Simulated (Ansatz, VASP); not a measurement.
One calculation of NaF, two programs

```
Na F
1.0
     0.00000    2.22322    2.22322
     2.22322    0.00000    2.22322
     2.22322    2.22322    0.00000
Na F
1 1
Direct
  0.00000 0.00000 0.00000
  0.50000 0.50000 0.50000
```

Alike in both runs: task single point; functional PBEsol; k mesh 8 × 8 × 8; no spin polarisation.

|  | VASP | Ansatz |
| --- | --- | --- |
| version | VASP 6.6.1 | Ansatz 0.2.0 |
| potentials or method | VASP PAW PBE potentials, release 64 (Na_pv, F), cutoff 600 eV | plane waves, PAW |
| occupations | gaussian, width 0.01 eV | fixed |
| valence electrons in the cell | 14 | 16 |

|  | VASP | Ansatz | Ansatz less VASP |
| --- | --- | --- | --- |
| pressure (GPa) | 7.8 | 7.8 | -0.02 |

VASP's potentials were made for PBE, not for PBEsol. VASP's potentials hold 14 valence electrons a cell and Ansatz's 16, so a difference there can come from the potentials and not from the codes.
